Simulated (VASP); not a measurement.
# Mo2Ru3 (R-3m) in VASP: relaxation of cell and atoms with PBE

Aim: the relaxation of cell and atoms of Mo2Ru3 with PBE.

Everything below comes from runs of VASP 6.6.1. Logs are shortened: lines on timing, memory, paths and dates and some standing lists are left out, and cuts for length are marked.

### 1 The cell of the first run

It takes space group R-3m (No. 166, trigonal). Conventional cell: a = 4.415 Å, b = 4.415 Å, c = 13.191 Å, α = 90.00°, β = 90.00°, γ = 120.00°. Within 3.4 Å of Mo (site symmetry 3m) lie 11 Ru at 2.55 to 3.15 Å and 3 Mo at 2.65 Å. Ru (site symmetry 3m) has 7 Mo at 2.60 to 3.12 Å and 7 Ru at 2.66 to 2.96 Å within 3.4 Å. Within 3.4 Å of Ru (site symmetry -3m) lie 8 Mo at 2.55 to 3.15 Å and 6 Ru at 2.66 Å.

### 2 Relaxation of cell and atoms, PBE

File INCAR:

```
PREC = Accurate
ENCUT = 600
EDIFF = 1E-6
ISMEAR = 0
SIGMA = 0.1
LREAL = False
LASPH = True
NELM = 100
ALGO = Fast
ISIF = 3
LWAVE = False
LCHARG = False
GGA = PE
IBRION = 2
NSW = 100
EDIFFG = -0.01
```

File KPOINTS:

```
regular mesh
0
Gamma
  12 12 12
```

File POSCAR:

```
Mo2Ru3
1.0
    2.2075379906      1.2745226531      4.3971654436
   -2.2075379906      1.2745226531      4.3971654436
    0.0000000000     -2.5490453062      4.3971654436
Mo Ru
2 3
Direct
    0.8064928320      0.8064928320      0.8064928320
    0.1935071680      0.1935071680      0.1935071680
    0.3906583755      0.3906583755      0.3906583755
    0.0000000000      0.0000000000      0.0000000000
    0.6093416245      0.6093416245      0.6093416245
```

Potentials or basis: VASP PAW PBE potentials, release 64 (Mo_sv, Ru_pv).

Started as:

```
$ cat potpaw_PBE.64/Mo_sv/POTCAR potpaw_PBE.64/Ru_pv/POTCAR > POTCAR
$ mpirun -np 1 vasp_std > vasp.out
```

OUTCAR:

```text
PREC = Accurate
   ENCUT = 600
   EDIFF = 1E-6
   ISMEAR = 0
   LREAL = False
   LASPH = True
   NELM = 100
   ISIF = 3
   GGA = PE
   IBRION = 2
   NSW = 100
   EDIFFG = -0.01

 ion  position               nearest neighbor table
   1  0.806  0.806  0.806-   4 2.55   5 2.60   2 2.65   2 2.65   2 2.65   3 2.77   3 2.77   3 2.77
                             5 3.12   5 3.12   5 3.12   4 3.15   4 3.15   4 3.15
   2  0.194  0.194  0.194-   4 2.55   3 2.60   1 2.65   1 2.65   1 2.65   5 2.77   5 2.77   5 2.77
                             3 3.12   3 3.12   3 3.12   4 3.15   4 3.15   4 3.15
   3  0.391  0.391  0.391-   2 2.60   4 2.66   4 2.66   4 2.66   1 2.77   1 2.77   1 2.77   5 2.88
                             5 2.96   5 2.96   5 2.96   2 3.12   2 3.12   2 3.12
   4  0.000  0.000  0.000-   1 2.55   2 2.55   5 2.66   3 2.66   5 2.66   5 2.66   3 2.66   3 2.66
                             2 3.15   1 3.15   2 3.15   1 3.15   2 3.15   1 3.15
   5  0.609  0.609  0.609-   1 2.60   4 2.66   4 2.66   4 2.66   2 2.77   2 2.77   2 2.77   3 2.88
                             3 2.96   3 2.96   3 2.96   1 3.12   1 3.12   1 3.12

  LATTYP: Found a trigonal (rhomboedric) cell.
 ALAT       =     5.0825875213
 COS(alpha) =     0.6227088341

  Lattice vectors:

 A1 = (   2.2075379906,   1.2745226531,   4.3971654436)
 A2 = (  -2.2075379906,   1.2745226531,   4.3971654436)
 A3 = (   0.0000000000,  -2.5490453062,   4.3971654436)

Analysis of symmetry for initial positions (statically):
=====================================================================
 Subroutine PRICEL returns:
 Original cell was already a primitive cell.

 Routine SETGRP: Setting up the symmetry group for a
 trigonal (rhombohedral) supercell.

 Subroutine GETGRP returns: Found 12 space group operations
 (whereof 12 operations were pure point group operations)
 out of a pool of 12 trial point group operations.

The static configuration has the point symmetry D_3d.

Analysis of symmetry for dynamics (positions and initial velocities):
=====================================================================
 Subroutine PRICEL returns:
 Original cell was already a primitive cell.

 Routine SETGRP: Setting up the symmetry group for a
 trigonal (rhombohedral) supercell.

 Subroutine GETGRP returns: Found 12 space group operations
 (whereof 12 operations were pure point group operations)
 out of a pool of 12 trial point group operations.

The dynamic configuration has the point symmetry D_3d.

 Subroutine INISYM returns: Found 12 space group operations
 (whereof 12 operations are pure point group operations),
 and found     1 'primitive' translations

----------------------------------------------------------------------------------------

                                     Primitive cell

  volume of cell :      74.2301

  direct lattice vectors                    reciprocal lattice vectors
     2.207537991  1.274522653  4.397165444     0.226496668  0.130767912  0.075806412
    -2.207537991  1.274522653  4.397165444    -0.226496668  0.130767912  0.075806412
     0.000000000 -2.549045306  4.397165444     0.000000000 -0.261535825  0.075806412

  length of vectors
     5.082587521  5.082587521  5.082587521     0.272300569  0.272300569  0.272300569

  position of ions in fractional coordinates (direct lattice)
     0.806492832  0.806492832  0.806492832
     0.193507168  0.193507168  0.193507168
     0.390658376  0.390658376  0.390658376
     0.000000000  0.000000000  0.000000000
     0.609341624  0.609341624  0.609341624

  ion indices of the primitive-cell ions
   primitive index   ion index
                 1           1
                 2           2
                 3           3
                 4           4
                 5           5

----------------------------------------------------------------------------------------

 KPOINTS: regular mesh

Automatic generation of k-mesh.
 Grid dimensions read from file:
 generate k-points for:   12   12   12

 Generating k-lattice:

  Cartesian coordinates                     Fractional coordinates (reciprocal lattice)
     0.018874722  0.010897326  0.006317201     0.083333333 -0.000000000  0.000000000
    -0.018874722  0.010897326  0.006317201    -0.000000000  0.083333333  0.000000000
     0.000000000 -0.021794652  0.006317201     0.000000000  0.000000000  0.083333333

  Length of vectors
     0.022691714  0.022691714  0.022691714

  Shift w.r.t. Gamma in fractional coordinates (k-lattice)
     0.000000000  0.000000000  0.000000000

 Subroutine IBZKPT returns following result:
 ===========================================

 Found    189 irreducible k-points:

 Following reciprocal coordinates:
            Coordinates               Weight
  0.000000  0.000000  0.000000      1.000000
  0.083333  0.000000 -0.000000      6.000000
  0.166667  0.000000 -0.000000      6.000000
  0.250000  0.000000 -0.000000      6.000000
  0.333333  0.000000 -0.000000      6.000000
  0.416667  0.000000 -0.000000      6.000000
[... 16 lines left out ...]
  0.500000  0.166667  0.000000     12.000000
 -0.416667  0.166667  0.000000     12.000000
 [... further k-points ...]
   k-points           NKPTS =    189   k-points in BZ     NKDIM =    189   number of bands    NBANDS=     42
   number of dos      NEDOS =    301   number of ions     NIONS =      5
   total plane-waves  NPLWV =  74088
   dimension x,y,z NGX =    42 NGY =   42 NGZ =   42
   dimension x,y,z NGXF=    84 NGYF=   84 NGZF=   84
   ions per type =               2   3
   NGX,Y,Z   is equivalent  to a cutoff of  13.74, 13.74, 13.74 a.u.
   NGXF,Y,Z  is equivalent  to a cutoff of  27.48, 27.48, 27.48 a.u.
 SYSTEM =  unknown system
   PREC   = accura    normal or accurate (medium, high low for compatibility)
   ISTART =      0    job   : 0-new  1-cont  2-samecut
   ICHARG =      2    charge: 1-file 2-atom 10-const
   ISPIN  =      1    spin polarized calculation?
   LNONCOLLINEAR =      F non collinear calculations
   LSORBIT =      F    spin-orbit coupling
   LASPH  =      T    aspherical Exc in radial PAW
   ENCUT  =  600.0 eV  44.10 Ry    6.64 a.u.  10.15 10.15 10.15*2*pi/ulx,y,z
   NELM   =    100;   NELMIN=  2; NELMDL= -5     # of ELM steps
   EDIFF  = 0.1E-05   stopping-criterion for ELM
   LREAL  =      F    real-space projection
   EDIFFG = -.1E-01   stopping-criterion for IOM
   NSW    =    100    number of steps for IOM
   IBRION =      2    ionic relax: 0-MD 1-quasi-New 2-CG
   NFREE  =      1    steps in history (QN), initial steepest desc. (CG)
   ISIF   =      3    stress and relaxation
   ISYM   =      2    0-nonsym 1-usesym 2-fastsym
   POTIM  = 0.5000    time-step for ionic-motion
   TEBEG  =    0.0;   TEEND  =   0.0 temperature during run
   PSTRESS=    0.0 pullay stress
   NELECT =      70.0000    total number of electrons
   NUPDOWN=      -1.0000    fix difference up-down
   EMIN   =  10.00;   EMAX   =-10.00  energy-range for DOS
   EFERMI =   0.00;   METHOD = LEGACY
   ISMEAR =     0;   SIGMA  =   0.10  broadening in eV -4-tet -1-fermi 0-gaus
   EFERMI_NEDOS =   21; number of points for ismear=-14 and -15
   IALGO  =     68    algorithm
   IMIX   =      4    mixing-type and parameters
     AMIX     =   0.40;   BMIX     =  1.00
     AMIX_MAG =   1.60;   BMIX_MAG =  1.00
  volume/ion in A,a.u.               =      14.85       100.19
  Fermi-wavevector in a.u.,A,eV,Ry     =   1.605391  3.033750 35.066041  2.577281
  Thomas-Fermi vector in A             =   2.701745
   LORBIT       =      0    0 simple, 1 ext, 2 COOP (PROOUT), +10 PAW based schemes
   GGA     = PE    functional components
   LHFCALC =     F    Hartree Fock is set to
   AEXX    =    0.0000 exact exchange contribution
   IVDW    =     0    specifies the selected vdW correction
   LEPSILON=     F    determine dielectric tensor
   LRPA    =     F    only Hartree local field effects (RPA)
 conjugate gradient relaxation of ions
 non-spin polarized calculation
 RMM-DIIS sequential band-by-band and
 Gauss-broadening in eV      SIGMA  =   0.10
  energy-cutoff  :      600.00
  volume of cell :       74.23
 maximum number of plane-waves:      2498
 NGX is ok and might be reduce to    42
   NGX = 21   NGY = 21   NGZ = 21

--------------------------------------- Ionic step        1  -------------------------------------------

 number of electron      70.0000003 magnetization

 Free energy of the ion-electron system (eV)
  ---------------------------------------------------
  ext. energy  EPLUGINS =         0.00000000
  ---------------------------------------------------
  free energy    TOTEN  =       -48.07988288 eV

  energy without entropy =      -48.04835782  energy(sigma->0) =      -48.06412035

------------------------ aborting loop because EDIFF is reached ----------------------------------------

  FORCE on cell =-STRESS in cart. coord.  units (eV):
  Direction    XX          YY          ZZ          XY          YZ          ZX
  --------------------------------------------------------------------------------------
  -------------------------------------------------------------------------------------
  Total        0.0704091      0.0704091      0.1626893      0.0000000      0.0000000      0.0000000
  in kB        1.5197069      1.5197069      3.5114761      0.0000000      0.0000000      0.0000000
  external PRESSURE =       2.1836300 kB  Pullay stress =       0.0000000 kB
[... 98 lines left out ...]
  FREE ENERGIE OF THE ION-ELECTRON SYSTEM (eV)
  ---------------------------------------------------
  free  energy   TOTEN  =       -48.0802998682 eV

  energy  without entropy=      -48.0486241042  energy(sigma->0) =      -48.06446199

[... ionic steps 4 to 8 ...]

--------------------------------------- Ionic step        9  -------------------------------------------

 number of electron      70.0000003 magnetization

------------------------ aborting loop because EDIFF is reached ----------------------------------------
[... 73 lines left out ...]
--------------------------------------- Ionic step       11  -------------------------------------------

 number of electron      70.0000003 magnetization

 Free energy of the ion-electron system (eV)
  ---------------------------------------------------
  ext. energy  EPLUGINS =         0.00000000
  ---------------------------------------------------
  free energy    TOTEN  =       -48.08061014 eV

  energy without entropy =      -48.04913129  energy(sigma->0) =      -48.06487071

 E-fermi :  12.3132     XC(G=0): -13.6023

 val. band max:       12.3128759026   @ k =  -0.0833   0.4167   0.0833
 cond. band min:      12.3151203163   @ k =   0.3333   0.1667  -0.0000
 fundamental gap:      0.0022444136
 Fermi energy:        12.3132419191

 k-point     1 :       0.0000    0.0000    0.0000
  band No.  band energies     occupation
      1     -49.0622      2.00000
      2     -48.8228      2.00000
      3     -30.8598      2.00000
      4     -30.8538      2.00000
      5     -30.8538      2.00000
      6     -30.5673      2.00000
[... 1069 lines left out ...]
     41      14.1833      0.00000
     42      14.3874      0.00000

 [... further k-points ...]

------------------------ aborting loop because EDIFF is reached ----------------------------------------

  FORCE on cell =-STRESS in cart. coord.  units (eV):
  Direction    XX          YY          ZZ          XY          YZ          ZX
  --------------------------------------------------------------------------------------
  -------------------------------------------------------------------------------------
  Total        0.0064981      0.0064981      0.0447930      0.0000000     -0.0000000     -0.0000000
  in kB        0.1401821      0.1401821      0.9663052      0.0000000     -0.0000000     -0.0000000
  external PRESSURE =       0.4155565 kB  Pullay stress =       0.0000000 kB
[... 20 lines left out ...]
  FREE ENERGIE OF THE ION-ELECTRON SYSTEM (eV)
  ---------------------------------------------------
  free  energy   TOTEN  =       -48.0806101362 eV

  energy  without entropy=      -48.0491312917  energy(sigma->0) =      -48.06487071

 reached required accuracy - stopping structural energy minimisation
```

Wall time 2.1 h (1 thread of Oxide Virtual Turin-like, shared host); peak memory 0.67 GiB.

Results:

```
Free energy                           : -48.0806 eV
Relaxed volume                        : 14.85 Å³/atom
Relaxed cell                          : a = 5.084 Å, b = 5.084 Å, c = 5.084 Å, α = 51.47°, β = 51.47°, γ = 51.47°
Space group after relaxing (to 0.1 Å) : R-3m (No. 166)
Energy gained by relaxing             : 0.1 meV/atom
Ionic steps                           : 11
Pressure after relaxing               : 0.0 GPa
Band gap on the k mesh                : zero (bands 35 and 36 overlap by 0.86 eV)
```

Stress tensor (GPa, compression positive):
```
0.01 0.00 0.00
0.00 0.01 0.00
0.00 0.00 0.10
```

Step by step:
```tsv
step	energy change (eV)	largest force (eV/Å)	pressure (GPa)	volume (Å³)
1	0.0000	0.0809	0.22	74.23
2	-0.0003	0.0299	-0.62	74.45
3	-0.0004	0.0483	-0.32	74.37
4	-0.0007	0.0230	0.14	74.24
5	-0.0007	0.0134	0.03	74.27
6	-0.0007	0.0153	0.03	74.27
7	-0.0007	0.0120	-0.02	74.28
8	-0.0007	0.0122	-0.04	74.29
9	-0.0007	0.0039	0.10	74.26
10	-0.0007	0.0094	0.08	74.27
11	-0.0007	0.0004	0.04	74.27
```

Final structure:
```yaml
crystal:
  lattice:
    - [2.20759, 1.27455, 4.39925]
    - [-2.20759, 1.27455, 4.39925]
    - [0.00000, -2.54911, 4.39925]
  atoms:
    - { symbol: Mo, position: [0.80703, 0.80703, 0.80703] }
    - { symbol: Mo, position: [0.19297, 0.19297, 0.19297] }
    - { symbol: Ru, position: [0.39080, 0.39080, 0.39080] }
    - { symbol: Ru, position: [0.00000, 0.00000, 0.00000] }
    - { symbol: Ru, position: [0.60920, 0.60920, 0.60920] }
```
